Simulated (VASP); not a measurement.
# Hg (P-1) in VASP: a series of runs

Runs on Hg. Level: PBE. Tasks: electric field gradients.

All numbers are computed with VASP 6.6.1; they aren't measurements. Logs are shortened: lines on timing, memory, paths and dates and some standing lists are left out, and cuts for length are marked.

**1. The cell of the first run**

The typed cell holds 1 atom: a = 3.006 Å, b = 2.988 Å, c = 2.997 Å, α = 70.11°, β = 70.93°, γ = 70.52°.

**2. Electric field gradients, PBE**

Contents of INCAR:

```
PREC     = Accurate       # precision mode
ENCUT    = 520            # plane-wave cutoff, eV
EDIFF    = 1E-8           # SCF threshold, eV
ISMEAR   = -1             # smearing method
SIGMA    = 0.03           # smearing width, eV
LREAL    = F              # projectors in reciprocal space
LASPH    = T              # aspherical terms in the spheres
NELM     = 60             # most SCF steps
ALGO     = Normal         # electronic algorithm
ISIF     = 2              # what is computed and relaxed
LWAVE    = F              # write WAVECAR
LCHARG   = F              # write CHGCAR
GGA      = PE             # functional
LEFG     = T            
NBANDS   = 12             # bands
```

Contents of KPOINTS:

```
Automatic mesh
0
Gamma
  12 12 12
  0.5 0.5 0.5
```

Contents of POSCAR:

```
Hg
1.0
    1.7374915770      1.0117912320      2.2340000000
   -1.7225093336      0.9858412252      2.2340000000
   -0.0149822434     -1.9976324571      2.2340000000
Hg
1
Direct
    0.0000000000      0.0000000000      0.0000000000
```

Potentials or basis: VASP PAW PBE potentials, release 64 (Hg).

Started as:

```console
> cat potpaw_PBE.64/Hg/POTCAR > POTCAR
> mpirun -np 1 vasp_std > vasp.out
```

OUTCAR:

```text
PREC = Accurate
   ENCUT = 520
   EDIFF = 1E-8
   ISMEAR = -1
   LREAL = F
   LASPH = T
   NELM = 60
   ISIF = 2
   GGA = PE

 ion  position               nearest neighbor table
   1  0.000  0.000  0.000-

  LATTYP: Found a triclinic cell.
 ALAT       =     2.9882565696
 B/A-ratio  =     2.3097454540
 C/A-ratio  =     1.0028984004
 COS(alpha) =     0.0027290623
 COS(beta)  =     0.3402595627
 COS(gamma) =     0.8633829304

  Lattice vectors:

 A1 = (   1.7225093336,  -0.9858412252,  -2.2340000000)
 A2 = (   1.6925448468,  -4.9811061395,  -4.4680000000)
 A3 = (   0.0149822434,   1.9976324571,  -2.2340000000)

Analysis of symmetry for initial positions (statically):
=====================================================================
 Subroutine PRICEL returns:
 Original cell was already a primitive cell.

 Routine SETGRP: Setting up the symmetry group for a
 triclinic supercell.

 Subroutine GETGRP returns: Found  2 space group operations
 (whereof  2 operations were pure point group operations)
 out of a pool of  2 trial point group operations.

The static configuration has the point symmetry S_2 .

Analysis of symmetry for dynamics (positions and initial velocities):
=====================================================================
 Subroutine PRICEL returns:
 Original cell was already a primitive cell.

 Routine SETGRP: Setting up the symmetry group for a
 triclinic supercell.

 Subroutine GETGRP returns: Found  2 space group operations
 (whereof  2 operations were pure point group operations)
 out of a pool of  2 trial point group operations.

The dynamic configuration has the point symmetry S_2 .

 Subroutine INISYM returns: Found  2 space group operations
 (whereof  2 operations are pure point group operations),
 and found     1 'primitive' translations

----------------------------------------------------------------------------------------

                                     Primitive cell

  volume of cell :      23.1602

  direct lattice vectors                    reciprocal lattice vectors
     1.737491577  1.011791232  2.234000000     0.287781971  0.164705831  0.149209191
    -1.722509334  0.985841225  2.234000000    -0.290285075  0.169041334  0.149209191
    -0.014982243 -1.997632457  2.234000000     0.002503104 -0.333747165  0.149209191

  length of vectors
     3.005553939  2.988256570  2.996917733     0.363606733  0.367564661  0.365591053

  position of ions in fractional coordinates (direct lattice)
     0.000000000  0.000000000  0.000000000

  ion indices of the primitive-cell ions
   primitive index   ion index
                 1           1

----------------------------------------------------------------------------------------

 KPOINTS: Automatic mesh

Automatic generation of k-mesh.
 Grid dimensions read from file:
 generate k-points for:   12   12   12

 Generating k-lattice:

  Cartesian coordinates                     Fractional coordinates (reciprocal lattice)
     0.023981831  0.013725486  0.012434099     0.083333333 -0.000000000 -0.000000000
    -0.024190423  0.014086778  0.012434099    -0.000000000  0.083333333  0.000000000
     0.000208592 -0.027812264  0.012434099    -0.000000000  0.000000000  0.083333333

  Length of vectors
     0.030300561  0.030630388  0.030465921

  Shift w.r.t. Gamma in fractional coordinates (k-lattice)
     0.500000000  0.500000000  0.500000000

 Subroutine IBZKPT returns following result:
 ===========================================

 Found    864 irreducible k-points:

 Following reciprocal coordinates:
            Coordinates               Weight
  0.041667  0.041667  0.041667      2.000000
  0.125000  0.041667  0.041667      2.000000
  0.208333  0.041667  0.041667      2.000000
  0.291667  0.041667  0.041667      2.000000
  0.375000  0.041667  0.041667      2.000000
  0.458333  0.041667  0.041667      2.000000
[... 16 lines left out ...]
 -0.125000  0.125000  0.041667      2.000000
 -0.041667  0.125000  0.041667      2.000000
 [... further k-points ...]
   k-points           NKPTS =    864   k-points in BZ     NKDIM =    864   number of bands    NBANDS=     12
   number of dos      NEDOS =    301   number of ions     NIONS =      1
   total plane-waves  NPLWV =  13824
   dimension x,y,z NGX =    24 NGY =   24 NGZ =   24
   dimension x,y,z NGXF=    48 NGYF=   48 NGZF=   48
   ions per type =               1
   NGX,Y,Z   is equivalent  to a cutoff of  13.28, 13.35, 13.31 a.u.
   NGXF,Y,Z  is equivalent  to a cutoff of  26.55, 26.70, 26.63 a.u.
 SYSTEM =  unknown system
   PREC   = accura    normal or accurate (medium, high low for compatibility)
   ISTART =      0    job   : 0-new  1-cont  2-samecut
   ICHARG =      2    charge: 1-file 2-atom 10-const
   ISPIN  =      1    spin polarized calculation?
   LNONCOLLINEAR =      F non collinear calculations
   LSORBIT =      F    spin-orbit coupling
   LASPH  =      T    aspherical Exc in radial PAW
   ENCUT  =  520.0 eV  38.22 Ry    6.18 a.u.   5.59  5.56  5.57*2*pi/ulx,y,z
   NELM   =     60;   NELMIN=  2; NELMDL= -5     # of ELM steps
   EDIFF  = 0.1E-07   stopping-criterion for ELM
   LREAL  =      F    real-space projection
   EDIFFG = 0.1E-06   stopping-criterion for IOM
   NSW    =      0    number of steps for IOM
   IBRION =     -1    ionic relax: 0-MD 1-quasi-New 2-CG
   NFREE  =      0    steps in history (QN), initial steepest desc. (CG)
   ISIF   =      2    stress and relaxation
   ISYM   =      2    0-nonsym 1-usesym 2-fastsym
   POTIM  = 0.5000    time-step for ionic-motion
   TEBEG  =    0.0;   TEEND  =   0.0 temperature during run
   PSTRESS=    0.0 pullay stress
   NELECT =      12.0000    total number of electrons
   NUPDOWN=      -1.0000    fix difference up-down
   EMIN   =  10.00;   EMAX   =-10.00  energy-range for DOS
   EFERMI =   0.00;   METHOD = LEGACY
   ISMEAR =    -1;   SIGMA  =   0.03  broadening in eV -4-tet -1-fermi 0-gaus
   EFERMI_NEDOS =   21; number of points for ismear=-14 and -15
   IALGO  =     38    algorithm
   IMIX   =      4    mixing-type and parameters
     AMIX     =   0.40;   BMIX     =  1.00
     AMIX_MAG =   1.60;   BMIX_MAG =  1.00
  volume/ion in A,a.u.               =      23.16       156.29
  Fermi-wavevector in a.u.,A,eV,Ry     =   1.314886  2.484774 23.523442  1.728924
  Thomas-Fermi vector in A             =   2.445107
   LORBIT       =      0    0 simple, 1 ext, 2 COOP (PROOUT), +10 PAW based schemes
   GGA     = PE    functional components
   LHFCALC =     F    Hartree Fock is set to
   AEXX    =    0.0000 exact exchange contribution
   IVDW    =     0    specifies the selected vdW correction
   LEPSILON=     F    determine dielectric tensor
   LRPA    =     F    only Hartree local field effects (RPA)
 non-spin polarized calculation
  energy-cutoff  :      520.00
  volume of cell :       23.16
 maximum number of plane-waves:       642
   NGX = 11   NGY = 11   NGZ = 11

 number of electron      12.0000003 magnetization

 Free energy of the ion-electron system (eV)
  ---------------------------------------------------
  ext. energy  EPLUGINS =         0.00000000
  ---------------------------------------------------
  free energy    TOTEN  =        -0.08058586 eV

  energy without entropy =       -0.08015796  energy(sigma->0) =       -0.08037191

 E-fermi :   3.0574     XC(G=0): -10.9457

 val. band max:        3.0452092680   @ k =  -0.1250   0.4583   0.1250
 cond. band min:       3.0655927136   @ k =  -0.3750  -0.3750   0.2917
 fundamental gap:      0.0203834456
 Fermi energy:         3.0573554741

 k-point     1 :       0.0417    0.0417    0.0417
  band No.  band energies     occupation
      1      -6.3155      2.00000
      2      -4.8218      2.00000
      3      -4.8018      2.00000
      4      -3.5591      2.00000
      5      -3.3882      2.00000
      6      -3.3654      2.00000
      7      15.1223      0.00000
      8      15.4878      0.00000
      9      15.7556      0.00000
     10      20.2049      0.00000
     11      21.4573      0.00000
     12      21.6641      0.00000

 k-point     2 :       0.1250    0.0417    0.0417
  band No.  band energies     occupation
      1      -6.0861      2.00000
      2      -4.7869      2.00000
      3      -4.6964      2.00000
      4      -3.5814      2.00000
      5      -3.4334      2.00000
      6      -3.3898      2.00000
      7      13.2282      0.00000
      8      15.7572      0.00000
      9      16.2593      0.00000
     10      20.5061      0.00000
     11      21.3386      0.00000
     12      22.6384      0.00000

 k-point     3 :       0.2083    0.0417    0.0417
  band No.  band energies     occupation
      1      -5.6881      2.00000
      2      -4.7643      2.00000
      3      -4.3933      2.00000
      4      -3.5604      2.00000
      5      -3.5026      2.00000
      6      -3.3873      2.00000
      7      10.4264      0.00000
      8      16.2303      0.00000
      9      16.8252      0.00000
     10      20.2675      0.00000
     11      20.8229      0.00000
     12      21.7659      0.00000
[... 286 lines left out ...]
 k-point    23 :      -0.1250    0.1250    0.0417
  band No.  band energies     occupation
      1      -5.5596      2.00000
      2      -4.7617      2.00000
      3      -4.6620      2.00000
      4      -3.5750      2.00000
      5      -3.3818      2.00000
      6      -3.2366      2.00000
      7      11.1815      0.00000
      8      12.8242      0.00000
      9      16.1739      0.00000
     10      20.0812      0.00000
     11      21.9154      0.00000
     12      23.4979      0.00000

 k-point    24 :      -0.0417    0.1250    0.0417
  band No.  band energies     occupation
      1      -5.9429      2.00000
      2      -4.8351      2.00000
      3      -4.6881      2.00000
      4      -3.5540      2.00000
      5      -3.4093      2.00000
      6      -3.3297      2.00000
      7      12.8817      0.00000
      8      14.2058      0.00000
      9      15.9593      0.00000
     10      20.5379      0.00000
     11      21.8560      0.00000
     12      22.8772      0.00000

 [... further k-points ...]

------------------------ aborting loop because EDIFF is reached ----------------------------------------

  FORCE on cell =-STRESS in cart. coord.  units (eV):
  Direction    XX          YY          ZZ          XY          YZ          ZX
  --------------------------------------------------------------------------------------
  -------------------------------------------------------------------------------------
  Total        0.8652389      0.8577428      0.9594103     -0.0311911     -0.0019003     -0.0299103
  in kB       59.8556060     59.3370360     66.3702088     -2.1577433     -0.1314595     -2.0691370
  external PRESSURE =      61.8542836 kB  Pullay stress =       0.0000000 kB

 VOLUME and BASIS-vectors are now :
 -----------------------------------------------------------------------------
  energy-cutoff  :      520.00
  volume of cell :       23.16
      direct lattice vectors                 reciprocal lattice vectors
     1.737491577  1.011791232  2.234000000     0.287781971  0.164705831  0.149209191
    -1.722509334  0.985841225  2.234000000    -0.290285075  0.169041334  0.149209191
    -0.014982243 -1.997632457  2.234000000     0.002503104 -0.333747165  0.149209191

 POSITION                                       TOTAL-FORCE (eV/Angst)
 -----------------------------------------------------------------------------------
      0.00000      0.00000      0.00000         0.000000     -0.000000      0.000000
 -----------------------------------------------------------------------------------
    total drift:                                0.000000     -0.000000      0.000000

  FREE ENERGIE OF THE ION-ELECTRON SYSTEM (eV)
  ---------------------------------------------------
  free  energy   TOTEN  =        -0.0805858553 eV

  energy  without entropy=       -0.0801579572  energy(sigma->0) =       -0.08037191

 Electric field gradients (V/A^2)
---------------------------------------------------------------------
 ion       V_xx      V_yy      V_zz      V_xy      V_xz      V_yz
---------------------------------------------------------------------
   1      73.213    73.609  -146.822     5.952     9.006     0.040
---------------------------------------------------------------------

 Electric field gradients after diagonalization (V/A^2)
 (convention: |V_zz| > |V_xx| > |V_yy|)
----------------------------------------------------------------------
 ion       V_xx      V_yy      V_zz     asymmetry (V_yy - V_xx)/ V_zz
----------------------------------------------------------------------
   1      79.544    67.646  -147.190       0.081
----------------------------------------------------------------------

           NMR quadrupolar parameters

 Cq : quadrupolar parameter    Cq=e*Q*V_zz/h
 eta: asymmetry parameters     (V_yy - V_xx)/ V_zz
 Q  : nuclear electric quadrupole moment in mb (millibarn)
----------------------------------------------------------------------
 ion       Cq(MHz)       eta       Q (mb)
----------------------------------------------------------------------
   1      -0.356       0.081       1.000
----------------------------------------------------------------------
```

It took 96 s on 1 thread of Intel Xeon Platinum 8488C (Sapphire Rapids), shared host; peak memory 0.33 GiB.

What came out:

| Property | Result |
| --- | --- |
| Free energy | -0.0806 eV |
| Pressure | 6.2 GPa |
| Band gap on the k mesh | zero (bands 6 and 7 overlap by 2.68 eV) |
| Largest electric field gradient by atom | Hg -147.2 V/Å² |

Stress tensor (GPa, compression positive):
```
 5.99 -0.22 -0.21
-0.22  5.93 -0.01
-0.21 -0.01  6.64
```

Electric field gradients, principal values (V/Å²):
```tsv
atom	least	middle	greatest (by size)
1 Hg	67.646	79.544	-147.190
```

Caveat: the cell stands under pressure; without QUAD_EFG the Cq values of the log hold for a quadrupole moment of 1 mb, not for the nuclei; spin-orbit coupling is left out, which moves the levels of the heavy elements.

**3. Electric field gradients, PBE (equal xy, yz and zx shear strains of +2 %)**

Contents of INCAR:

```
SYSTEM = Hg
PREC = Accurate ; ENCUT = 520
EDIFF = 1E-8 ; ISMEAR = -1
SIGMA = 0.03 ; LREAL = .False.
LASPH = .True. ; NELM = 100
ALGO = Normal ; ISIF = 2
LWAVE = .False. ; LCHARG = .False.
GGA = PE ; LEFG = .True.
NBANDS = 12
```

Contents of KPOINTS:

```
Automatic mesh
0
Gamma
  12 12 12
  0 0 0
```

Contents of POSCAR:

```
Hg
1.0
    1.7623286176      1.0384562332      2.2612881668
   -1.6976722930      1.0038562240      2.2266881577
    0.0023636754     -1.9752924571      2.2140236754
Hg
1
Direct
    0.0000000000      0.0000000000      0.0000000000
```

Potentials or basis: VASP PAW PBE potentials, release 64 (Hg).

Started as:

```console
> cat potpaw_PBE.64/Hg/POTCAR > POTCAR
> mpirun -np 1 vasp_std > vasp.out
```

OUTCAR:

```text
SYSTEM = Hg
   PREC = Accurate
   ENCUT = 520
   EDIFF = 1E-8
   ISMEAR = -1
   LREAL = .False.
   LASPH = .True.
   NELM = 100
   ISIF = 2
   GGA = PE

 ion  position               nearest neighbor table
   1  0.000  0.000  0.000-

  LATTYP: Found a triclinic cell.
 ALAT       =     5.6824848294
 B/A-ratio  =     0.6036273803
 C/A-ratio  =     1.5667832792
 COS(alpha) =     0.0012373560
 COS(beta)  =     0.4066170073
 COS(gamma) =     0.9043053972

  Lattice vectors:
[... 568 lines left out ...]
    total drift:                                0.000000     -0.000000      0.000000

  FREE ENERGIE OF THE ION-ELECTRON SYSTEM (eV)
  ---------------------------------------------------
  free  energy   TOTEN  =        -0.0746463464 eV

  energy  without entropy=       -0.0734748386  energy(sigma->0) =       -0.07406059

 Electric field gradients (V/A^2)
---------------------------------------------------------------------
 ion       V_xx      V_yy      V_zz      V_xy      V_xz      V_yz
---------------------------------------------------------------------
   1      84.054    63.108  -147.162    16.297    25.136    15.031
---------------------------------------------------------------------

 Electric field gradients after diagonalization (V/A^2)
 (convention: |V_zz| > |V_xx| > |V_yy|)
----------------------------------------------------------------------
 ion       V_xx      V_yy      V_zz     asymmetry (V_yy - V_xx)/ V_zz
----------------------------------------------------------------------
   1      96.469    54.215  -150.684       0.280
----------------------------------------------------------------------

           NMR quadrupolar parameters

 Cq : quadrupolar parameter    Cq=e*Q*V_zz/h
 eta: asymmetry parameters     (V_yy - V_xx)/ V_zz
 Q  : nuclear electric quadrupole moment in mb (millibarn)
----------------------------------------------------------------------
 ion       Cq(MHz)       eta       Q (mb)
----------------------------------------------------------------------
   1      -0.364       0.280       1.000
----------------------------------------------------------------------
```

OSZICAR:

```text
N       E                     dE             d eps       ncg     rms          rms(c)
DAV:   1     0.733500332927E+02    0.73350E+02   -0.66387E+03 22160   0.965E+02
DAV:   2     0.109199912936E+01   -0.72258E+02   -0.67883E+02 22680   0.229E+02
DAV:   3    -0.112748795858E+00   -0.12047E+01   -0.12040E+01 24956   0.329E+01
DAV:   4    -0.113866041763E+00   -0.11172E-02   -0.11172E-02 22984   0.104E+00
DAV:   5    -0.113867585104E+00   -0.15433E-05   -0.15435E-05 25012   0.371E-02    0.434E+00
DAV:   6    -0.774529957428E-01    0.36415E-01   -0.88191E-02 24740   0.345E+00    0.314E+00
DAV:   7    -0.746728369070E-01    0.27802E-02   -0.14906E-02 25004   0.126E+00    0.123E+00
DAV:   8    -0.746165922155E-01    0.56245E-04   -0.16013E-03 21828   0.513E-01    0.560E-02
DAV:   9    -0.746352975318E-01   -0.18705E-04   -0.82669E-06 24892   0.305E-02    0.169E-02
DAV:  10    -0.746464229894E-01   -0.11125E-04   -0.99040E-06 21796   0.312E-02    0.215E-03
DAV:  11    -0.746464071060E-01    0.15883E-07   -0.83456E-08 24536   0.265E-03    0.541E-04
DAV:  12    -0.746463544046E-01    0.52701E-07   -0.13352E-08 15596   0.137E-03    0.132E-04
DAV:  13    -0.746463431922E-01    0.11212E-07   -0.66124E-10 11548   0.276E-04    0.638E-05
DAV:  14    -0.746463463679E-01   -0.31757E-08   -0.41006E-11 11004   0.719E-05
   1 F= -.74646346E-01 E0= -.74060592E-01  d E =-.117151E-02
```

Wall time 58 s (1 thread of Intel Xeon 6975P-C (Granite Rapids), shared host); peak memory 0.33 GiB.

Results:

| Quantity | Value |
| --- | --- |
| Free energy | -0.0746 eV |
| Pressure | 6.6 GPa |
| Band gap on the k mesh | zero (bands 6 and 7 overlap by 3.41 eV) |
| Largest electric field gradient by atom | Hg -150.7 V/Å² |

Electric field gradients, principal values (V/Å²):
```
atom   least  middle  greatest (by size)
1 Hg  54.215  96.469            -150.684
```

Caveat: the cell differs from its parent crystal (equal xy, yz and zx shear strains of +2 %); the cell stands under pressure; without QUAD_EFG the Cq values of the log hold for a quadrupole moment of 1 mb, not for the nuclei; spin-orbit coupling is left out, which moves the levels of the heavy elements.

(Part 1 of 2 ends here.)
